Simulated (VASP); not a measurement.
The system is Ta.

```
Ta
1.0
    -1.65128    1.65128    1.65128
     1.65128   -1.65128    1.65128
     1.65128    1.65128   -1.65128
Ta
1
Direct
  0.00000 0.00000 0.00000
```

```yaml
Program: VASP 6.6.1
Task: relaxation of cell and atoms
Functional: revPBE
Potentials_or_basis: VASP PAW PBE potentials, release 64 (Ta_pv)
Cutoff: 600 eV
k_mesh: 11 × 11 × 11
Occupations: fermi-dirac, width 0.05 eV
Spin: no spin polarisation
```

At the start: pressure 5.2 GPa; volume 18.01 Å³/atom.

Where does the relaxation end?

Over 3 steps the energy falls by 7.6 meV/atom and the volume is 18.50 Å³/atom (+2.7 %); space group Im-3m (No. 229, to 0.05 Å).

Step by step:
| step | energy change (eV) | largest force (eV/Å) | pressure (GPa) | volume (Å³) |
| --- | --- | --- | --- | --- |
| 1 | 0.0000 | 0.0000 | 5.23 | 18.01 |
| 2 | 0.0273 | 0.0000 | -9.74 | 19.59 |
| 3 | -0.0076 | 0.0000 | -0.08 | 18.50 |

Final structure:
```xyz
1
Lattice="-1.6661 1.6661 1.6661 1.6661 -1.6661 1.6661 1.6661 1.6661 -1.6661" Properties=species:S:1:pos:R:3 pbc="T T T"
Ta    0.0000    0.0000    0.0000
```

Caveat: the PAW data sets were made with another functional, which shifts forces and pressure a little.
